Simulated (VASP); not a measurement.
A run of VASP 6.6.1:

INCAR

```
SYSTEM = ZnS
PREC = Accurate
ENCUT = 520
EDIFF = 1E-6
ISMEAR = 0
SIGMA = 0.05
LREAL = .False.
LASPH = .True.
NELM = 80
ALGO = Normal
ISIF = 2
LWAVE = .False.
LCHARG = .False.
GGA = PS
NBANDS = 16
```

File KPOINTS:

```
Automatic mesh
0
Gamma
  10 10 10
  0 0 0
```

Contents of POSCAR:

```
ZnS
1.0
    0.0000000000      2.6782590749      2.9795632208
    2.6782590749      0.0000000000      2.9795632208
    2.6782590749      2.6782590749      0.0000000000
Zn S
1 1
Direct
    0.0000000000      0.0000000000      0.0000000000
    0.7500000000      0.7500000000      0.7500000000
```

Potentials or basis: VASP PAW PBE potentials, release 64 (Zn, S).

Launch:

```sh
$ cat potpaw_PBE.64/Zn/POTCAR potpaw_PBE.64/S/POTCAR > POTCAR
$ mpirun -np 1 vasp_std > vasp.out
```

Hardware: 1 thread of Intel Xeon 8259CL (shared host).

How long does it take, and how much memory?

Run time: 2 min on 1 thread of Intel Xeon 8259CL (shared host), peak memory 0.21 GiB. Counts: scf iterations 12, k points 102.
